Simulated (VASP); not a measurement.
# Hf (P6_3/mmc) in VASP: notebook, part 3 of 3

VASP 6.6.1. The steps go on from the part before.

## (5) Single point, r2SCAN

This run uses another cell than the first one, of 22.17 Å³/atom.

POSCAR reads:

```
Hf
1.0
    3.1889445402      0.0000000000      0.0000000000
   -1.5944722701      2.7617069830      0.0000000000
    0.0000000000      0.0000000000      5.0338982421
Hf
2
Direct
    0.3333333333      0.6666666667      0.2500000000
    0.6666666667      0.3333333333      0.7500000000
```

INCAR.step1 reads:

```
SYSTEM = Hf
  PREC = Accurate
  ENCUT = 520
  ISMEAR = -1
  SIGMA = 0.1
  LREAL = .False.
  LASPH = .True.
  NELM = 100
  NBANDS = 17
  GGA = PE
  ALGO = Normal
  EDIFF = 1E-4
  LWAVE = .True.
  LCHARG = .False.
```

INCAR.step2 reads:

```
SYSTEM = Hf
  PREC = Accurate
  ENCUT = 520
  EDIFF = 1E-7
  ISMEAR = -1
  SIGMA = 0.1
  LREAL = .False.
  LASPH = .True.
  NELM = 100
  ALGO = Normal
  ISIF = 2
  LWAVE = .False.
  LCHARG = .False.
  METAGGA = R2SCAN
  LMIXTAU = .True.
  NBANDS = 17
  ISTART = 1
```

KPOINTS reads:

```
Automatic mesh
0
Gamma
  18 18 10
  0 0 0
```

Potentials or basis: VASP PAW PBE potentials, release 64 (Hf_pv).

The run is started by

```sh
$ cat potpaw_PBE.64/Hf_pv/POTCAR > POTCAR
$ cp INCAR.step1 INCAR
$ mpirun -np 1 vasp_std > vasp.out
$ cp INCAR.step2 INCAR
$ mpirun -np 1 vasp_std > vasp.out
```

OUTCAR:

```text
SYSTEM = Hf
   PREC = Accurate
   ENCUT = 520
   EDIFF = 1E-7
   ISMEAR = -1
   LREAL = .False.
   LASPH = .True.
   NELM = 100
   ISIF = 2
   METAGGA = R2SCAN
   ISTART = 1

 ion  position               nearest neighbor table
   1  0.333  0.667  0.250-   2 3.12   2 3.12   2 3.12   2 3.12   2 3.12   2 3.12
   2  0.667  0.333  0.750-   1 3.12   1 3.12   1 3.12   1 3.12   1 3.12   1 3.12

  LATTYP: Found a hexagonal cell.
 ALAT       =     3.1889445402
 C/A-ratio  =     1.5785468134

  Lattice vectors:

 A1 = (   3.1889445402,   0.0000000000,   0.0000000000)
 A2 = (  -1.5944722701,   2.7617069830,   0.0000000000)
 A3 = (   0.0000000000,   0.0000000000,   5.0338982421)

Analysis of symmetry for initial positions (statically):
=====================================================================
 Subroutine PRICEL returns:
 Original cell was already a primitive cell.

 Routine SETGRP: Setting up the symmetry group for a
 hexagonal supercell.

 Subroutine GETGRP returns: Found 24 space group operations
 (whereof 12 operations were pure point group operations)
 out of a pool of 24 trial point group operations.

The static configuration has the point symmetry D_3d.
 The point group associated with its full space group is D_6h.

Analysis of symmetry for dynamics (positions and initial velocities):
=====================================================================
 Subroutine PRICEL returns:
 Original cell was already a primitive cell.

 Routine SETGRP: Setting up the symmetry group for a
 hexagonal supercell.

 Subroutine GETGRP returns: Found 24 space group operations
 (whereof 12 operations were pure point group operations)
 out of a pool of 24 trial point group operations.

The dynamic configuration has the point symmetry D_3d.
 The point group associated with its full space group is D_6h.

 Subroutine INISYM returns: Found 24 space group operations
 (whereof 12 operations are pure point group operations),
 and found     1 'primitive' translations
[... 112 lines left out ...]
   IALGO  =     38    algorithm
   IMIX   =      4    mixing-type and parameters
     AMIX     =   0.40;   BMIX     =  1.00
     AMIX_MAG =   1.60;   BMIX_MAG =  1.00
  volume/ion in A,a.u.               =      22.17       149.59
  Fermi-wavevector in a.u.,A,eV,Ry     =   1.255573  2.372688 21.449075  1.576463
  Thomas-Fermi vector in A             =   2.389323
   LORBIT       =      0    0 simple, 1 ext, 2 COOP (PROOUT), +10 PAW based schemes
   METAGGA = R2SCAN    functional components
   LHFCALC =     F    Hartree Fock is set to
   AEXX    =    0.0000 exact exchange contribution
   IVDW    =     0    specifies the selected vdW correction
   LEPSILON=     F    determine dielectric tensor
   LRPA    =     F    only Hartree local field effects (RPA)
 non-spin polarized calculation
  energy-cutoff  :      520.00
  volume of cell :       44.33
 maximum number of plane-waves:      1212
 NGX is ok and might be reduce to    24
   NGX = 11   NGY = 11   NGZ = 19

 number of electron      20.0000002 magnetization

 Free energy of the ion-electron system (eV)
  ---------------------------------------------------
  ext. energy  EPLUGINS =         0.00000000
  ---------------------------------------------------
  free energy    TOTEN  =       -90.32523078 eV

  energy without entropy =      -90.27859444  energy(sigma->0) =      -90.30191261

 E-fermi :   4.8818     XC(G=0): -12.2002

 val. band max:        4.8810450405   @ k =   0.3333   0.2222   0.4000
 cond. band min:       4.8856159470   @ k =   0.3333   0.2222   0.3000
 fundamental gap:      0.0045709064
 Fermi energy:         4.8817650149

 k-point     1 :       0.0000    0.0000    0.0000
  band No.  band energies     occupation
      1     -27.3452      2.00000
      2     -26.5546      2.00000
      3     -26.5546      2.00000
      4     -26.4205      2.00000
      5     -26.4205      2.00000
      6     -26.4193      2.00000
[... 457 lines left out ...]
      4     -26.7703      2.00000
      5     -26.6521      2.00000
      6     -26.5563      2.00000
[... 9 lines left out ...]
     16      11.5454      0.00000
     17      12.0090      0.00000

 [... further k-points ...]

------------------------ aborting loop because EDIFF is reached ----------------------------------------

  FORCE on cell =-STRESS in cart. coord.  units (eV):
  Direction    XX          YY          ZZ          XY          YZ          ZX
  --------------------------------------------------------------------------------------
  -------------------------------------------------------------------------------------
  Total        0.1280997      0.1280997      0.0860705      0.0000000      0.0000000      0.0000000
  in kB        4.6294541      4.6294541      3.1105410      0.0000000      0.0000000      0.0000000
  external PRESSURE =       4.1231497 kB  Pullay stress =       0.0000000 kB

 VOLUME and BASIS-vectors are now :
 -----------------------------------------------------------------------------
  energy-cutoff  :      520.00
  volume of cell :       44.33
      direct lattice vectors                 reciprocal lattice vectors
     3.188944540  0.000000000  0.000000000     0.313583378  0.181047447  0.000000000
    -1.594472270  2.761706983  0.000000000     0.000000000  0.362094895  0.000000000
     0.000000000  0.000000000  5.033898242     0.000000000  0.000000000  0.198653201

 POSITION                                       TOTAL-FORCE (eV/Angst)
 -----------------------------------------------------------------------------------
     -0.00000      1.84114      1.25847         0.000000     -0.000000      0.000000
      1.59447      0.92057      3.77542        -0.000000      0.000000      0.000000
 -----------------------------------------------------------------------------------
    total drift:                               -0.000000      0.000000     -0.000000

  FREE ENERGIE OF THE ION-ELECTRON SYSTEM (eV)
  ---------------------------------------------------
  free  energy   TOTEN  =       -90.3252307782 eV

  energy  without entropy=      -90.2785944353  energy(sigma->0) =      -90.30191261
```

OSZICAR.step1:

```text
N       E                     dE             d eps       ncg     rms          rms(c)
DAV:   1     0.502824637545E+02    0.50282E+02   -0.11408E+04  7604   0.112E+03
DAV:   2    -0.187228338297E+02   -0.69005E+02   -0.67213E+02  9739   0.249E+02
DAV:   3    -0.205607673472E+02   -0.18379E+01   -0.18242E+01  9643   0.271E+01
DAV:   4    -0.205757525390E+02   -0.14985E-01   -0.14972E-01  9656   0.293E+00
DAV:   5    -0.205759037345E+02   -0.15120E-03   -0.15116E-03  9725   0.261E-01    0.655E+01
DAV:   6    -0.200623516056E+02    0.51355E+00   -0.47823E-01  8976   0.448E+00    0.388E+01
DAV:   7    -0.198838003808E+02    0.17855E+00   -0.80765E-01  9210   0.558E+00    0.186E+00
DAV:   8    -0.198736419859E+02    0.10158E-01   -0.51450E-02  8898   0.148E+00    0.288E-01
DAV:   9    -0.198737483321E+02   -0.10635E-03   -0.11213E-03 10226   0.237E-01    0.186E-01
DAV:  10    -0.198737343453E+02    0.13987E-04   -0.58160E-05  5461   0.531E-02
   1 F= -.19873734E+02 E0= -.19846188E+02  d E =-.550923E-01
```

It took 3.2 min on 1 thread of Intel Xeon 6975P-C (Granite Rapids), shared host; peak memory 0.27 GiB.

What came out:

| Property | Result |
| --- | --- |
| Free energy | -90.3252 eV |
| Pressure | 0.4 GPa |
| Band gap on the k mesh | zero (bands 10 and 11 overlap by 1.88 eV) |

Stress tensor (GPa, compression positive):
```
0.46 0.00 0.00
0.00 0.46 0.00
0.00 0.00 0.31
```

Levels at points of the mesh, in eV from the Fermi level:
```csv
k point,band 7,band 8,band 9,band 10,band 11,band 12,band 13,band 14
"(0.00, 0.00, 0.00)",-7.77,-3.86,0.47,1.34,1.34,1.68,2.23,2.23
"(0.50, 0.00, 0.00)",-3.50,-2.87,-2.34,-1.00,0.96,0.98,1.86,6.27
"(0.00, 0.00, 0.50)",-5.69,-5.69,0.18,0.18,1.24,1.24,1.24,1.24
"(0.50, 0.00, 0.50)",-3.54,-3.54,-1.01,-1.01,1.12,1.12,2.91,2.91
```

Caveat: the PAW data sets were made with another functional, which shifts forces and pressure a little; spin-orbit coupling is left out, which moves the levels of the heavy elements.

## (6) Single point, r2SCAN

This run uses another cell than the first one, of 22.36 Å³/atom.

POSCAR reads:

```
Hf
1.0
    3.1985812215      0.0000000000      0.0000000000
   -1.5992906108      2.7700525939      0.0000000000
    0.0000000000      0.0000000000      5.0482759289
Hf
2
Direct
    0.3333333333      0.6666666667      0.2500000000
    0.6666666667      0.3333333333      0.7500000000
```

INCAR.step1 reads:

```
PREC     = Accurate       # precision mode
ENCUT    = 520            # plane-wave cutoff, eV
ISMEAR   = -1             # smearing method
SIGMA    = 0.1            # smearing width, eV
LREAL    = F              # projectors in reciprocal space
LASPH    = T              # aspherical terms in the spheres
NELM     = 80             # most SCF steps
NBANDS   = 17             # bands
GGA      = PE             # functional
ALGO     = Normal         # electronic algorithm
EDIFF    = 1E-4           # SCF threshold, eV
LWAVE    = T              # write WAVECAR
LCHARG   = F              # write CHGCAR
```

INCAR.step2 reads:

```
PREC     = Accurate       # precision mode
ENCUT    = 520            # plane-wave cutoff, eV
EDIFF    = 1E-6           # SCF threshold, eV
ISMEAR   = -1             # smearing method
SIGMA    = 0.1            # smearing width, eV
LREAL    = F              # projectors in reciprocal space
LASPH    = T              # aspherical terms in the spheres
NELM     = 80             # most SCF steps
ALGO     = Normal         # electronic algorithm
ISIF     = 2              # what is computed and relaxed
LWAVE    = F              # write WAVECAR
LCHARG   = F              # write CHGCAR
METAGGA  = R2SCAN         # meta-GGA
LMIXTAU  = T            
NBANDS   = 17             # bands
ISTART   = 1
```

KPOINTS reads:

```
regular mesh
0
Gamma
  18 18 10
```

Potentials or basis: VASP PAW PBE potentials, release 64 (Hf_pv).

The run is started by

```sh
$ cat potpaw_PBE.64/Hf_pv/POTCAR > POTCAR
$ cp INCAR.step1 INCAR
$ mpirun -np 1 vasp_std > vasp.out
$ cp INCAR.step2 INCAR
$ mpirun -np 1 vasp_std > vasp.out
```

OUTCAR:

```text
PREC = Accurate
   ENCUT = 520
   EDIFF = 1E-6
   ISMEAR = -1
   LREAL = F
   LASPH = T
   NELM = 80
   ISIF = 2
   METAGGA = R2SCAN
   ISTART = 1

 ion  position               nearest neighbor table
   1  0.333  0.667  0.250-   2 3.13   2 3.13   2 3.13   2 3.13   2 3.13   2 3.13
   2  0.667  0.333  0.750-   1 3.13   1 3.13   1 3.13   1 3.13   1 3.13   1 3.13

  LATTYP: Found a hexagonal cell.
 ALAT       =     3.1985812215
 C/A-ratio  =     1.5782859897

  Lattice vectors:

[... 668 lines left out ...]

------------------------ aborting loop because EDIFF is reached ----------------------------------------

  FORCE on cell =-STRESS in cart. coord.  units (eV):
  Direction    XX          YY          ZZ          XY          YZ          ZX
  --------------------------------------------------------------------------------------
  -------------------------------------------------------------------------------------
  Total       -0.1501005     -0.1501005     -0.1885245      0.0000000      0.0000000     -0.0000000
  in kB       -5.3765559     -5.3765559     -6.7528942      0.0000000      0.0000000     -0.0000000
  external PRESSURE =      -5.8353353 kB  Pullay stress =       0.0000000 kB

 VOLUME and BASIS-vectors are now :
 -----------------------------------------------------------------------------
  energy-cutoff  :      520.00
  volume of cell :       44.73
      direct lattice vectors                 reciprocal lattice vectors
     3.198581222  0.000000000  0.000000000     0.312638614  0.180501988  0.000000000
    -1.599290611  2.770052594  0.000000000     0.000000000  0.361003976  0.000000000
     0.000000000  0.000000000  5.048275929     0.000000000  0.000000000  0.198087429

 POSITION                                       TOTAL-FORCE (eV/Angst)
 -----------------------------------------------------------------------------------
     -0.00000      1.84670      1.26207        -0.000000      0.000000      0.000000
      1.59929      0.92335      3.78621         0.000000      0.000000      0.000000
 -----------------------------------------------------------------------------------
    total drift:                               -0.000000      0.000000     -0.000000

  FREE ENERGIE OF THE ION-ELECTRON SYSTEM (eV)
  ---------------------------------------------------
  free  energy   TOTEN  =       -90.3250607745 eV

  energy  without entropy=      -90.2780734571  energy(sigma->0) =      -90.30156712
```

OUTCAR.step1:

```text
PREC = Accurate
   ENCUT = 520
   ISMEAR = -1
   LREAL = F
   LASPH = T
   NELM = 80
[... 702 lines left out ...]
 -----------------------------------------------------------------------------------
     -0.00000      1.84670      1.26207         0.000000     -0.000000      0.000000
      1.59929      0.92335      3.78621        -0.000000      0.000000      0.000000
 -----------------------------------------------------------------------------------
    total drift:                               -0.000000      0.000000     -0.000000

  FREE ENERGIE OF THE ION-ELECTRON SYSTEM (eV)
  ---------------------------------------------------
  free  energy   TOTEN  =       -19.8761143355 eV

  energy  without entropy=      -19.8206066543  energy(sigma->0) =      -19.84836049
```

OSZICAR.step1:

```text
N       E                     dE             d eps       ncg     rms          rms(c)
DAV:   1     0.498628250260E+02    0.49863E+02   -0.11431E+04  7564   0.112E+03
DAV:   2    -0.187515582584E+02   -0.68614E+02   -0.66850E+02  9687   0.248E+02
DAV:   3    -0.205738044533E+02   -0.18222E+01   -0.18082E+01  9892   0.270E+01
DAV:   4    -0.205887247617E+02   -0.14920E-01   -0.14909E-01  9461   0.293E+00
DAV:   5    -0.205888795398E+02   -0.15478E-03   -0.15474E-03  9850   0.262E-01    0.651E+01
DAV:   6    -0.200671104109E+02    0.52177E+00   -0.48968E-01  8923   0.451E+00    0.386E+01
DAV:   7    -0.198864143890E+02    0.18070E+00   -0.82443E-01  9141   0.561E+00    0.186E+00
DAV:   8    -0.198760231668E+02    0.10391E-01   -0.52734E-02  8874   0.149E+00    0.298E-01
DAV:   9    -0.198761288290E+02   -0.10566E-03   -0.11396E-03 10315   0.240E-01    0.187E-01
DAV:  10    -0.198761143355E+02    0.14494E-04   -0.58576E-05  5473   0.531E-02
   1 F= -.19876114E+02 E0= -.19848360E+02  d E =-.555077E-01
```

It took 6.3 min on 1 thread of Intel Xeon Platinum 8124M at 3.00GHz (Skylake/Cascade Lake), shared host; peak memory 0.28 GiB.

What came out:

```
Free energy            : -90.3251 eV
Pressure               : -0.6 GPa
Band gap on the k mesh : zero (bands 10 and 11 overlap by 1.88 eV)
```

Caveat: the PAW data sets were made with another functional, which shifts forces and pressure a little; spin-orbit coupling is left out, which moves the levels of the heavy elements.

## (7) Relaxation of cell and atoms, r2SCAN, target pressure 4 GPa, at which the enthalpy is minimised

This run uses another cell than the first one, of 22.36 Å³/atom.

POSCAR is that of step 6.

INCAR.step1 reads:

```
SYSTEM = Hf
PREC = Accurate
ENCUT = 600
ISMEAR = -1
SIGMA = 0.1
LREAL = .False.
LASPH = .True.
NELM = 80
GGA = PE
ALGO = Normal
EDIFF = 1E-4
LWAVE = .True.
LCHARG = .False.
```

INCAR.step2 reads:

```
SYSTEM = Hf
PREC = Accurate
ENCUT = 600
EDIFF = 1E-6
ISMEAR = -1
SIGMA = 0.1
LREAL = .False.
LASPH = .True.
NELM = 80
ALGO = Normal
ISIF = 3
LWAVE = .False.
LCHARG = .False.
METAGGA = R2SCAN
LMIXTAU = .True.
IBRION = 2
NSW = 100
EDIFFG = -0.002
PSTRESS = 40.0
ISTART = 1
```

KPOINTS reads:

```
Automatic mesh
0
Gamma
  18 18 10
  0 0 0
```

The run is started by

```sh
$ cat potpaw_PBE.64/Hf_pv/POTCAR > POTCAR
$ cp INCAR.step1 INCAR
$ mpirun -np 1 vasp_std > vasp.out
$ cp INCAR.step2 INCAR
$ mpirun -np 1 vasp_std > vasp.out
```

Run time: 77 min. Hardware: 1 thread of Oxide Virtual Turin-like, shared host; peak memory 0.28 GiB.

Results (log left out):

```yaml
Free_energy: -90.3076 eV
Relaxed_volume: 21.51 Å³/atom
Relaxed_cell: a = 3.158 Å, b = 3.158 Å, c = 4.982 Å, α = 90.00°, β = 90.00°, γ = 120.00°
Space_group_after_relaxing_to_0.1_Å: P6_3/mmc (No. 194)
Energy_change_on_relaxing_the_run_minimises_the_enthalpy: +8.8 meV/atom
Ionic_steps: 9
Pressure_after_relaxing: 4.0 GPa
Band_gap_on_the_k_mesh: zero (bands 10 and 11 overlap by 1.87 eV)
```

The path:
| step | energy change (eV) | largest force (eV/Å) | pressure (GPa) | volume (Å³) |
| --- | --- | --- | --- | --- |
| 1 | 0.0000 | 0.0000 | -0.60 | 44.73 |
| 2 | 0.1284 | 0.0000 | 11.59 | 40.70 |
| 3 | 0.0168 | 0.0000 | 3.91 | 43.05 |
| 4 | 0.0177 | 0.0000 | 4.01 | 43.01 |
| 5 | 0.0174 | 0.0000 | 3.98 | 43.02 |
| 6 | 0.0175 | 0.0000 | 3.98 | 43.02 |
| 7 | 0.0176 | 0.0000 | 3.98 | 43.02 |
| 8 | 0.0176 | 0.0000 | 3.99 | 43.01 |
| 9 | 0.0176 | 0.0000 | 4.00 | 43.01 |

Final structure:
```
Hf
1.0
     3.15757    0.00000    0.00000
    -1.57879    2.73454    0.00000
     0.00000    0.00000    4.98153
Hf
2
Direct
  0.33333 0.66667 0.25000
  0.66667 0.33333 0.75000
```

Levels at points of the mesh, in eV from the Fermi level:
```csv
k point,band 7,band 8,band 9,band 10,band 11,band 12,band 13,band 14
"(0.00, 0.00, 0.00)",-7.87,-3.95,0.59,1.35,1.35,1.71,2.28,2.28
"(0.50, 0.00, 0.00)",-3.55,-2.99,-2.44,-0.94,0.96,1.01,1.93,6.47
"(0.00, 0.00, 0.50)",-5.73,-5.73,0.17,0.17,1.24,1.24,1.24,1.24
"(0.50, 0.00, 0.50)",-3.64,-3.64,-1.06,-1.06,1.23,1.23,2.98,2.98
```

Caveat: the cell is relaxed towards a set pressure, so the run minimises the enthalpy, not the energy; the PAW data sets were made with another functional, which shifts forces and pressure a little; spin-orbit coupling is left out, which moves the levels of the heavy elements.

## (8) Summary

| task | cell | cutoff (eV) | gap on the mesh (eV) | pressure (GPa) |
| --- | --- | --- | --- | --- |
| single point | a = 3.136, b = 3.136, c = 4.955 Å, angles 90.0, 90.0, 120.0°, 2 atoms | 520 | none | 6.4 |
| single point | a = 3.161, b = 3.161, c = 4.993 Å, angles 90.0, 90.0, 120.0°, 2 atoms | 520 | none | 3.4 |
| single point | a = 3.179, b = 3.179, c = 5.020 Å, angles 90.0, 90.0, 120.0°, 2 atoms | 520 | none | 1.4 |
| single point | a = 3.189, b = 3.189, c = 5.034 Å, angles 90.0, 90.0, 120.0°, 2 atoms | 520 | none | 0.4 |
| single point | a = 3.199, b = 3.199, c = 5.048 Å, angles 90.0, 90.0, 120.0°, 2 atoms | 520 | none | -0.6 |
| relaxation of cell and atoms | relaxed to 4 GPa from a = 3.199, b = 3.199, c = 5.048 Å, angles 90.0, 90.0, 120.0°, 2 atoms | 600 | none | 4.0 |

Alike in all rows: level r2SCAN; potentials or basis VASP PAW PBE potentials, release 64 (Hf_pv); no spin polarisation; k mesh 18 × 18 × 10; smearing fermi-dirac 0.1 eV.

Caveats: the PAW data sets were made with another functional, which shifts forces and pressure a little; spin-orbit coupling is left out, which moves the levels of the heavy elements; the cell stands under pressure (at least some runs); the cell is relaxed towards a set pressure, so the run minimises the enthalpy, not the energy (at least some runs).

Total energies depend on the potentials used, so only differences within one code and one set of settings carry meaning.
